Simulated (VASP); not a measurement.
Set up this calculation in VASP 6.6.1, as the native input.

- Task: single point
- Functional: PBEsol
- Potentials or basis: VASP PAW PBE potentials, release 64 (Ti_sv)
- Cutoff: 520 eV
- k mesh: 18 × 18 × 10
- Occupations: gaussian, width 0.15 eV
- Spin: no spin polarisation
- Dipole correction: no
- Further INCAR settings: ALGO = Fast; EDIFF = 1e-06; NBANDS = 19

The structure of Ti lies in POSCAR:

```
Ti
1.0
    2.8614979246      0.0000000000      0.0000000000
   -1.4307489623      2.4781298956      0.0000000000
    0.0000000000      0.0000000000      4.7562900000
Ti
2
Direct
    0.3333333333      0.6666666667      0.2500000000
    0.6666666667      0.3333333333      0.7500000000
```

This cell differs from its parent crystal: strain -0.030 along x and y, +0.015 along z.

These files were run (other wordings do the same):

INCAR

```
SYSTEM = Ti
ALGO = Fast
EDIFF = 1E-6
ENCUT = 520
GGA = PS
ISIF = 2
ISMEAR = 0
LASPH = .TRUE.
LCHARG = .FALSE.
LREAL = .FALSE.
LWAVE = .FALSE.
NBANDS = 19
NELM = 80
PREC = Accurate
SIGMA = 0.15
```

KPOINTS

```
k-points
0
G
  18 18 10
  0 0 0
```

Potentials or basis: VASP PAW PBE potentials, release 64 (Ti_sv).

The run is started by

```bash
$ cat potpaw_PBE.64/Ti_sv/POTCAR > POTCAR
$ mpirun -np 1 vasp_std > vasp.out
```

Results of the run:

* Pressure: -1.3 GPa
* Band gap on the k mesh: zero (bands 12 and 13 overlap by 0.95 eV)

Caveat: the cell differs from its parent crystal (strain -0.030 along x and y, +0.015 along z); the PAW data sets were made with another functional, which shifts forces and pressure a little.

It took 5.7 min on 1 thread of Intel(R) Xeon(R) Platinum 8259CL CPU @ 2.50GHz (Skylake/Cascade Lake), on a shared host, peak memory 0.24 GiB.
